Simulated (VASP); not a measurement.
Here is a VASP 6.6.1 calculation.

POSCAR

```
GaN
1.0
    0.0000000000      2.2489367673      2.2489367673
    2.2489367673      0.0000000000      2.2489367673
    2.2489367673      2.2489367673      0.0000000000
Ga N
1 1
Direct
    0.0000000000      0.0000000000      0.0000000000
    0.7211188388      0.7596270537      0.7596270537
```

The input INCAR.step1:

```
PREC = Accurate
ENCUT = 1460
ISMEAR = 0
SIGMA = 0.05
LREAL = False
LASPH = True
NELM = 120
NBANDS = 16
GGA = PE
ALGO = Normal
EDIFF = 1E-5
LWAVE = True
LCHARG = False
GGA_COMPAT = False
```

The input INCAR.step2:

```
PREC = Accurate
ENCUT = 1460
EDIFF = 1E-6
ISMEAR = 0
SIGMA = 0.05
LREAL = False
LASPH = True
NELM = 120
ALGO = Normal
ISIF = 2
LWAVE = False
LCHARG = False
METAGGA = R2SCAN
LMIXTAU = True
NBANDS = 16
ISTART = 1
GGA_COMPAT = False
```

KPOINTS

```
Automatic mesh
0
Gamma
  10 10 10
```

Potentials or basis: VASP PAW PBE potentials, release 64 (Ga_d, N_h).

Command:

```bash
$ cat potpaw_PBE.64/Ga_d/POTCAR potpaw_PBE.64/N_h/POTCAR > POTCAR
$ cp INCAR.step1 INCAR
$ mpirun -np 1 vasp_std > vasp.out
$ cp INCAR.step2 INCAR
$ mpirun -np 1 vasp_std > vasp.out
```

**Question.** What does it give for the largest force?

**Answer.** 1.173 eV/Å.

**Question.** Predict the band gap on the k mesh.

**Answer.** 2.08 eV.

Forces on the atoms (eV/Å):
```
Ga   0.677 -0.677 -0.677
N   -0.677  0.677  0.677
```

Caveat: the cell differs from its parent crystal (all N atoms moved +0.075 Å, as atom 2 towards its neighbour atom 1 (Ga) at 1.948 Å); the PAW data sets were made with another functional, which shifts forces and pressure a little.
